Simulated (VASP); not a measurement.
# GaAs (F-43m) in VASP: further runs, part 2 of 3

VASP 6.6.1. The steps go on from the part before.

## Step 3: Single point, PBE

Input file INCAR:

```
PREC = Accurate
ENCUT = 520
EDIFF = 1E-6
ISMEAR = 0
SIGMA = 0.01
LREAL = False
LASPH = True
NELM = 60
ALGO = Normal
ISIF = 2
LWAVE = False
LCHARG = False
GGA = PE
ISYM = 0
NBANDS = 16
```

Input file KPOINTS:

```
Automatic mesh
0
Gamma
  6 6 6
  0 0 0.5
```

Input file POSCAR:

```
GaAs
1.0
    0.0000000000      2.8330850957      2.8330850957
    2.8330850957      0.0000000000      2.8330850957
    2.8330850957      2.8330850957      0.0000000000
Ga As
1 1
Direct
    0.0000000000      0.0000000000      0.0000000000
    0.2500000000      0.2500000000      0.2500000000
```

Potentials or basis: VASP PAW PBE potentials, release 64 (Ga_d, As).

Run with:

```sh
$ cat potpaw_PBE.64/Ga_d/POTCAR potpaw_PBE.64/As/POTCAR > POTCAR
$ mpirun -np 1 vasp_std > vasp.out
```

Wall time 3.1 min (1 thread of Intel Xeon 6975P-C (Granite Rapids), shared host); peak memory 0.43 GiB.

It converged, with:

```yaml
Free_energy: -8.2580 eV
Pressure: 3.0 GPa
Band_gap_on_the_k_mesh: 1.15 eV, indirect (least direct gap 1.44 eV)
```

Levels at points of the mesh, in eV from the valence-band top:
| k point | band 6 | band 7 | band 8 | band 9 | band 10 | band 11 | band 12 | band 13 |
| --- | --- | --- | --- | --- | --- | --- | --- | --- |
| (0.00, 0.00, 0.08) | -12.48 | -1.11 | 0.00 | 0.00 | 1.44 | 3.99 | 4.01 | 4.01 |

## Step 4: Single point, PBE

Input file INCAR:

```
SYSTEM = GaAs
PREC = Accurate
ENCUT = 520
EDIFF = 1E-6
ISMEAR = 0
SIGMA = 0.01
LREAL = .False.
LASPH = .True.
NELM = 60
ALGO = Normal
ISIF = 2
LWAVE = .False.
LCHARG = .False.
GGA = PE
NBANDS = 16
ISYM = 0
```

Input file KPOINTS:

```
regular mesh
0
Gamma
  6 6 6
  0 0 0
```

POSCAR is that of step 3.

Run with:

```sh
$ cat potpaw_PBE.64/Ga_d/POTCAR potpaw_PBE.64/As/POTCAR > POTCAR
$ mpirun -np 1 vasp_std > vasp.out
```

It took 40 s on 1 thread of Intel Xeon 6975P-C (Granite Rapids), shared host; peak memory 0.23 GiB.

Results (log left out):

```
Free energy            : -8.2330 eV
Pressure               : 2.9 GPa
Band gap on the k mesh : 0.47 eV, direct
```

Levels at points of the mesh, in eV from the valence-band top:
```tsv
k point	band 6	band 7	band 8	band 9	band 10	band 11	band 12	band 13
(0.00, 0.00, 0.00)	-12.68	0.00	0.00	0.00	0.47	3.72	3.72	3.72
(0.50, 0.00, 0.00)	-10.93	-6.61	-1.13	-1.13	0.98	4.63	4.63	7.74
(0.00, 0.50, 0.00)	-10.93	-6.61	-1.13	-1.13	0.98	4.63	4.63	7.74
(0.00, 0.00, 0.50)	-10.93	-6.61	-1.13	-1.13	0.98	4.63	4.63	7.74
(0.50, 0.50, 0.50)	-10.93	-6.61	-1.13	-1.13	0.98	4.63	4.63	7.74
(0.50, 0.50, 0.00)	-10.20	-6.79	-2.66	-2.66	1.47	1.65	10.11	10.11
(0.00, 0.50, 0.50)	-10.20	-6.79	-2.66	-2.66	1.47	1.65	10.11	10.11
(0.50, 0.00, 0.50)	-10.20	-6.79	-2.66	-2.66	1.47	1.65	10.11	10.11
```

## Step 5: Single point, HSE06

POSCAR is that of step 4.

Input file INCAR.step1:

```
ALGO     = Normal         # electronic algorithm
EDIFF    = 1E-5           # SCF threshold, eV
ENCUT    = 520            # plane-wave cutoff, eV
GGA      = PE             # functional
ISIF     = 2              # what is computed and relaxed
ISMEAR   = 0              # smearing method
LASPH    = T              # aspherical terms in the spheres
LCHARG   = F              # write CHGCAR
LREAL    = F              # projectors in reciprocal space
LWAVE    = T              # write WAVECAR
NBANDS   = 16             # bands
NELM     = 60             # most SCF steps
PREC     = Accurate       # precision mode
SIGMA    = 0.01           # smearing width, eV
```

Input file INCAR.step2:

```
ALGO     = Normal         # electronic algorithm
EDIFF    = 1E-6           # SCF threshold, eV
ENCUT    = 520            # plane-wave cutoff, eV
GGA      = PE             # functional
HFSCREEN = 0.2079         # screening, 1/A
ISIF     = 2              # what is computed and relaxed
ISMEAR   = 0              # smearing method
ISTART   = 1            
LASPH    = T              # aspherical terms in the spheres
LCHARG   = F              # write CHGCAR
LHFCALC  = T              # exact exchange
LREAL    = F              # projectors in reciprocal space
LWAVE    = F              # write WAVECAR
NBANDS   = 16             # bands
NELM     = 60             # most SCF steps
PREC     = Accurate       # precision mode
PRECFOCK = Normal       
SIGMA    = 0.01           # smearing width, eV
```

Input file KPOINTS:

```
k-points
0
Gamma
  4 4 4
```

Potentials or basis: VASP PAW PBE potentials, release 64 (Ga_d, As).

Run with:

```sh
$ cat potpaw_PBE.64/Ga_d/POTCAR potpaw_PBE.64/As/POTCAR > POTCAR
$ cp INCAR.step1 INCAR
$ mpirun -np 1 vasp_std > vasp.out
$ cp INCAR.step2 INCAR
$ mpirun -np 1 vasp_std > vasp.out
```

OUTCAR:

```text
EDIFF = 1E-6
   ENCUT = 520
   GGA = PE
   HFSCREEN = 0.2079
   ISIF = 2
   ISMEAR = 0
   ISTART = 1
   LASPH = T
   LHFCALC = T
   LREAL = F
   NELM = 60
   PREC = Accurate
   PRECFOCK = Normal

 ion  position               nearest neighbor table
   1  0.000  0.000  0.000-   2 2.45   2 2.45   2 2.45   2 2.45
   2  0.250  0.250  0.250-   1 2.45   1 2.45   1 2.45   1 2.45

  LATTYP: Found a face centered cubic cell.
 ALAT       =     5.6661701914

  Lattice vectors:

 A1 = (   0.0000000000,   2.8330850957,   2.8330850957)
 A2 = (   2.8330850957,   0.0000000000,   2.8330850957)
 A3 = (   2.8330850957,   2.8330850957,   0.0000000000)

Analysis of symmetry for initial positions (statically):
=====================================================================
 Subroutine PRICEL returns:
 Original cell was already a primitive cell.

 Routine SETGRP: Setting up the symmetry group for a
 face centered cubic supercell.

 Subroutine GETGRP returns: Found 24 space group operations
 (whereof 24 operations were pure point group operations)
 out of a pool of 48 trial point group operations.

The static configuration has the point symmetry T_d .

Analysis of symmetry for dynamics (positions and initial velocities):
=====================================================================
 Subroutine PRICEL returns:
 Original cell was already a primitive cell.

 Routine SETGRP: Setting up the symmetry group for a
 face centered cubic supercell.

 Subroutine GETGRP returns: Found 24 space group operations
 (whereof 24 operations were pure point group operations)
 out of a pool of 48 trial point group operations.
[... 104 lines left out ...]
     AMIX_MAG =   1.60;   BMIX_MAG =  1.00
  volume/ion in A,a.u.               =      22.74       153.45
  Fermi-wavevector in a.u.,A,eV,Ry     =   1.201977  2.271407 19.656990  1.444748
  Thomas-Fermi vector in A             =   2.337771
   LORBIT       =      0    0 simple, 1 ext, 2 COOP (PROOUT), +10 PAW based schemes
   GGA     = PE    functional components
   LHFCALC =     T    Hartree Fock is set to
   PRECFOCK=normal    Normal, Fast or Accurate (Low or Medium for compatibility)
   ENCUT4O =  -1.0   cutoff for four orbital integrals eV
   NKREDX  =     1    reduce k-point grid by
   NKREDY  =     1    reduce k-point grid by
   NKREDZ  =     1    reduce k-point grid by
   AEXX    =    0.2500 exact exchange contribution
   HFSCREEN=    0.2079 screening length (either q_TF or 0.3 A-1)
   HFSCREENC=   0.2079 screening length for correlation (either q_TF or 0.3 A-1)
   ENCUTFOCK=  -1.0 apply spherical cutoff to Coloumb kernel
   IVDW    =     0    specifies the selected vdW correction
   LEPSILON=     F    determine dielectric tensor
   LRPA    =     F    only Hartree local field effects (RPA)
 non-spin polarized calculation
 Gauss-broadening in eV      SIGMA  =   0.01
  energy-cutoff  :      520.00
  volume of cell :       45.48
 maximum number of plane-waves:      1243
 NGX is ok and might be reduce to    30
  NGX = 24; NGY = 24; NGZ = 24

 number of electron      17.9999990 magnetization

 Free energy of the ion-electron system (eV)
  ---------------------------------------------------
  ext. energy  EPLUGINS =         0.00000000
  ---------------------------------------------------
  free energy    TOTEN  =        -9.71383600 eV

  energy without entropy =       -9.71383600  energy(sigma->0) =       -9.71383600

 E-fermi :   3.5097     XC(G=0):  -7.9247

 val. band max:        3.4583245005   @ k =   0.0000   0.0000   0.0000
 cond. band min:       4.8721858723   @ k =   0.0000   0.0000   0.0000
 fundamental gap:      1.4138613719
 Fermi energy:         3.5097284098

 k-point     1 :       0.0000    0.0000    0.0000
  band No.  band energies     occupation
      1     -13.9192      2.00000
      2     -13.9192      2.00000
      3     -13.9192      2.00000
      4     -13.8399      2.00000
      5     -13.8399      2.00000
      6     -10.4247      2.00000
[... 129 lines left out ...]
      3     -13.8789      2.00000
      4     -13.8501      2.00000
      5     -13.8365      2.00000
      6      -7.6503      2.00000
[... 8 lines left out ...]
     15      16.8705      0.00000
     16      17.9173      0.00000

------------------------ aborting loop because EDIFF is reached ----------------------------------------

  FORCE on cell =-STRESS in cart. coord.  units (eV):
  Direction    XX          YY          ZZ          XY          YZ          ZX
  --------------------------------------------------------------------------------------
  -------------------------------------------------------------------------------------
  Total        0.2200917      0.2200917      0.2200917     -0.0000000     -0.0000000      0.0000000
  in kB        7.7536355      7.7536355      7.7536355     -0.0000000     -0.0000000      0.0000000
  external PRESSURE =       7.7536355 kB  Pullay stress =       0.0000000 kB

 VOLUME and BASIS-vectors are now :
 -----------------------------------------------------------------------------
  energy-cutoff  :      520.00
  volume of cell :       45.48
      direct lattice vectors                 reciprocal lattice vectors
     0.000000000  2.833085096  2.833085096    -0.176486051  0.176486051  0.176486051
     2.833085096  0.000000000  2.833085096     0.176486051 -0.176486051  0.176486051
     2.833085096  2.833085096  0.000000000     0.176486051  0.176486051 -0.176486051

 POSITION                                       TOTAL-FORCE (eV/Angst)
 -----------------------------------------------------------------------------------
      0.00000      0.00000      0.00000         0.000000      0.000000      0.000000
      1.41654      1.41654      1.41654        -0.000000     -0.000000     -0.000000
 -----------------------------------------------------------------------------------
    total drift:                               -0.000058     -0.000070     -0.000048

  FREE ENERGIE OF THE ION-ELECTRON SYSTEM (eV)
  ---------------------------------------------------
  free  energy   TOTEN  =        -9.7138360009 eV

  energy  without entropy=       -9.7138360009  energy(sigma->0) =       -9.71383600
```

OSZICAR.step1:

```text
N       E                     dE             d eps       ncg     rms          rms(c)
DAV:   1     0.815985812807E+02    0.81599E+02   -0.84629E+03   256   0.149E+03
DAV:   2    -0.197545836032E+01   -0.83574E+02   -0.79717E+02   304   0.297E+02
DAV:   3    -0.815843432605E+01   -0.61830E+01   -0.61650E+01   296   0.641E+01
DAV:   4    -0.826211535773E+01   -0.10368E+00   -0.10365E+00   328   0.935E+00
DAV:   5    -0.826368268797E+01   -0.15673E-02   -0.15673E-02   296   0.101E+00    0.295E+00
DAV:   6    -0.809969256662E+01    0.16399E+00   -0.23704E-01   384   0.824E+00    0.178E+00
DAV:   7    -0.807740052104E+01    0.22292E-01   -0.75185E-02   344   0.190E+00    0.586E-01
DAV:   8    -0.807894373882E+01   -0.15432E-02   -0.12641E-02   296   0.126E+00    0.118E-01
DAV:   9    -0.807949699932E+01   -0.55326E-03   -0.11833E-03   304   0.415E-01    0.535E-02
DAV:  10    -0.807959251543E+01   -0.95516E-04   -0.95727E-05   320   0.977E-02    0.300E-02
DAV:  11    -0.807966076716E+01   -0.68252E-04   -0.94184E-05   288   0.733E-02    0.344E-03
DAV:  12    -0.807966097938E+01   -0.21222E-06   -0.14956E-06   248   0.163E-02
   1 F= -.80796610E+01 E0= -.80796610E+01  d E =-.643504E-16
```

It took 5.5 min on 1 thread of Intel Xeon 6975P-C (Granite Rapids), shared host; peak memory 0.27 GiB.

What came out:

```
Free energy            : -9.7138 eV
Pressure               : 0.8 GPa
Band gap on the k mesh : 1.41 eV, direct
```

Levels at points of the mesh, in eV from the valence-band top:
| k point | band 6 | band 7 | band 8 | band 9 | band 10 | band 11 | band 12 | band 13 |
| --- | --- | --- | --- | --- | --- | --- | --- | --- |
| (0.00, 0.00, 0.00) | -13.88 | 0.00 | 0.00 | 0.00 | 1.41 | 4.55 | 4.55 | 4.55 |
| (0.50, 0.00, 0.00) | -11.98 | -7.15 | -1.22 | -1.22 | 1.78 | 5.46 | 5.46 | 8.66 |
| (0.50, 0.50, 0.00) | -11.17 | -7.33 | -2.87 | -2.87 | 2.10 | 2.36 | 11.47 | 11.47 |

Caveat: the k points lie up to 0.48 Å⁻¹ apart; the PAW data sets were made with another functional, which shifts forces and pressure a little. A k mesh can miss the band edges.

[end of part 2 of 3]
